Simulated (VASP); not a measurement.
Here is a VASP 6.6.1 calculation.

File INCAR:

```
ALGO = Normal ; EDIFF = 1E-7
ENCUT = 520 ; GGA = PE
ISIF = 2 ; ISMEAR = 0
IVDW = 12 ; LASPH = T
LCHARG = F ; LREAL = F
LWAVE = F ; NBANDS = 66
NELM = 100 ; PREC = Accurate
SIGMA = 0.02
```

Contents of KPOINTS:

```
k-points
0
Gamma
  6 6 6
```

File POSCAR:

```
Cs2Mo2PbO8
1.0
    3.0843467080      1.7807484021      7.6433916344
   -3.0843467080      1.7807484021      7.6433916344
    0.0000000000     -3.5614968043      7.6433916344
Cs Pb Mo O
2 1 2 8
Direct
    0.8067310364      0.8067310364      0.8067310364
    0.1932689636      0.1932689636      0.1932689636
    1.0000000000      0.0000000000      0.0000000000
    0.6090371903      0.6090371903      0.6090371903
    0.3909628097      0.3909628097      0.3909628097
    0.6850772665      0.6850772665      0.6850772665
    0.3149227335      0.3149227335      0.3149227335
    0.2660832190      0.7434299140      0.7434299140
    0.7434299140      0.7434299140      0.2660832190
    0.7434299140      0.2660832190      0.7434299140
    0.7339167810      0.2565700860      0.2565700860
    0.2565700860      0.7339167810      0.2565700860
    0.2565700860      0.2565700860      0.7339167810
```

Potentials or basis: VASP PAW PBE potentials, release 64 (Cs_sv, Pb_d, Mo_sv, O).

The run is started by

```console
$ cat potpaw_PBE.64/Cs_sv/POTCAR potpaw_PBE.64/Pb_d/POTCAR potpaw_PBE.64/Mo_sv/POTCAR potpaw_PBE.64/O/POTCAR > POTCAR
$ mpirun -np 1 vasp_std > vasp.out
```

Task: Estimate the dispersion energy per atom.

Result: -0.167 eV.

Task: What does it give for the pressure?

Result: 0.2 GPa.

Task: What does it give for the band gap on the k mesh?

Result: 3.54 eV.

Task: What does it give for the largest force?

Result: 0.091 eV/Å.

Forces on the atoms (eV/Å):
```
Cs   0.000  0.000  0.012
Cs   0.000  0.000 -0.012
Pb   0.000  0.000  0.000
Mo   0.000  0.000 -0.016
Mo   0.000  0.000  0.016
O    0.000  0.000  0.083
O    0.000  0.000 -0.083
O   -0.076 -0.044 -0.024
O    0.000  0.087 -0.024
O    0.076 -0.044 -0.024
O    0.076  0.044  0.024
O   -0.076  0.044  0.024
O    0.000 -0.087  0.024
```

Caveat: spin-orbit coupling is left out, which moves the levels of the heavy elements. A k mesh can miss the band edges.
